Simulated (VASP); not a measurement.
Crystal: Si4IrPd.

```
Si Pd Ir
1.0
     3.50375    0.00000    0.00000
    -1.75188    3.03434    0.00000
     0.00000    0.00000    7.68656
Si Pd Ir
4 1 1
Direct
  0.33333 0.66667 0.76643
  0.33333 0.66667 0.23357
  0.66667 0.33333 0.76643
  0.66667 0.33333 0.23357
  0.00000 0.00000 0.00000
  0.00000 0.00000 0.50000
```

The cell was built from a structure type or drawn by symmetry, and may not be a known phase.

* Program: VASP 6.6.1
* Task: relaxation of cell and atoms
* Functional: PBE
* Potentials or basis: VASP PAW PBE potentials, release 64 (Si, Pd, Ir)
* Cutoff: 500 eV
* k mesh: 5 × 5 × 2
* Occupations: gaussian, width 0.2 eV
* Spin: no spin polarisation

At the start: pressure 43.0 GPa; volume 13.62 Å³/atom.

Where does the relaxation end?

Over 28 steps the energy falls by 862.6 meV/atom and the volume is 14.44 Å³/atom (+6.0 %); space group P6/mmm (No. 191, to 0.1 Å) before and after.

The path:
| step | energy change (eV) | largest force (eV/Å) | pressure (GPa) | volume (Å³) |
| --- | --- | --- | --- | --- |
| 1 | 0.0000 | 1.2181 | 42.96 | 81.72 |
| 2 | -0.8366 | 0.5471 | -19.06 | 130.68 |
| 3 | -3.1824 | 0.8636 | -7.11 | 102.81 |
| 4 | -3.1974 | 0.8795 | -5.70 | 101.59 |
| 5 | -3.1991 | 0.8869 | -4.90 | 100.96 |
| 6 | -3.7905 | 0.8657 | -2.96 | 96.20 |
| 7 | -4.3436 | 0.6409 | 3.32 | 89.39 |
| 8 | -3.9628 | 0.8255 | 33.05 | 74.78 |
| 9 | -4.4883 | 0.5311 | 7.71 | 85.80 |
| 10 | -4.5547 | 0.3959 | 17.19 | 80.38 |
| 11 | -4.7515 | 0.1301 | 14.83 | 80.75 |
| 12 | -4.8488 | 0.6694 | 12.58 | 81.31 |
| 13 | -4.9916 | 0.4882 | 7.71 | 83.30 |
| 14 | -5.0981 | 0.1938 | -0.06 | 87.19 |
| 15 | -5.0982 | 0.1838 | -0.33 | 87.34 |
| 16 | -5.0982 | 0.1759 | -0.54 | 87.47 |
| 17 | -5.1000 | 0.1629 | -0.48 | 87.41 |
| 18 | -5.1050 | 0.1237 | -0.32 | 87.24 |
| 19 | -5.1119 | 0.0433 | 0.05 | 86.89 |
| 20 | -5.1119 | 0.1339 | 0.90 | 86.21 |
| 21 | -5.1143 | 0.0375 | 0.44 | 86.56 |
| 22 | -5.1176 | 0.0493 | 0.30 | 86.60 |
| 23 | -5.1275 | 0.0982 | -0.09 | 86.68 |
| 24 | -5.1410 | 0.2490 | -0.70 | 86.83 |
| 25 | -5.1489 | 0.2622 | -0.51 | 86.68 |
| 26 | -5.1630 | 0.2915 | 0.34 | 86.19 |
| 27 | -5.1691 | 0.2233 | 0.13 | 86.32 |
| 28 | -5.1755 | 0.0320 | -0.33 | 86.66 |

Final structure:
```
Si Pd Ir
1.0
     4.36842    0.00000    0.00000
    -2.18421    3.78316    0.00000
     0.00000    0.00000    5.24364
Si Pd Ir
4 1 1
Cartesian
  0.0000 2.5221 3.9129
  0.0000 2.5221 1.3307
  2.1842 1.2611 3.9129
  2.1842 1.2611 1.3307
  0.0000 0.0000 0.0000
  0.0000 0.0000 2.6218
```

Caveat: the k points lie up to 0.60 Å⁻¹ apart in the final cell, too coarse for converged energies and pressures of a metal; a cell axis changed by over 15 % at a fixed basis, so the end point is rough; the relaxation stopped at a loose force limit of 0.08 eV/Å, so its end isn't a converged minimum.
